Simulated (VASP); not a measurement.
Here is a VASP 6.6.1 calculation.

The input INCAR:

```
PREC = Accurate
ENCUT = 500
EDIFF = 1E-7
ISMEAR = 0
SIGMA = 0.01
LREAL = False
LASPH = True
NELM = 120
ALGO = Normal
ISIF = 3
LWAVE = False
LCHARG = False
GGA = PS
IBRION = 2
NSW = 100
EDIFFG = -0.002
GGA_COMPAT = False
NELMIN = 4
```

Contents of KPOINTS:

```
regular mesh
0
Gamma
  6 6 4
```

Contents of POSCAR:

```
AgI
1.0
    4.5900000000      0.0000000000      0.0000000000
   -2.2950000000      3.9750566034      0.0000000000
    0.0000000000      0.0000000000      7.5200000000
Ag I
2 2
Direct
    0.6666666667      0.3333333333      0.6300000000
    0.3333333333      0.6666666667      0.1300000000
    0.6666666667      0.3333333333      0.0000000000
    0.3333333333      0.6666666667      0.5000000000
```

Potentials or basis: VASP PAW PBE potentials, release 64 (Ag, I).

Run with:

```sh
$ cat potpaw_PBE.64/Ag/POTCAR potpaw_PBE.64/I/POTCAR > POTCAR
$ mpirun -np 1 vasp_std > vasp.out
```

Question: Predict the space group after relaxing (to 0.1 Å).

Answer: P6_3mc (No. 186).

Question: Predict the relaxed volume.

Answer: 33.52 Å³/atom.

Question: Estimate the band gap on the k mesh.

Answer: 1.23 eV.

Final structure:
```xyz
4
Lattice="4.5593 0.0000 0.0000 -2.2796 3.9485 0.0000 0.0000 0.0000 7.4470" Properties=species:S:1:pos:R:3 pbc="T T T"
Ag    2.2796    1.3162    4.6722
Ag    0.0000    2.6323    0.9487
I     2.2796    1.3162    0.0194
I     0.0000    2.6323    3.7429
```

Caveat: the PAW data sets were made with another functional, which shifts forces and pressure a little; spin-orbit coupling is left out, which moves the levels of the heavy elements. Expect the measured gap to be larger: semilocal functionals such as PBEsol lack the derivative discontinuity.
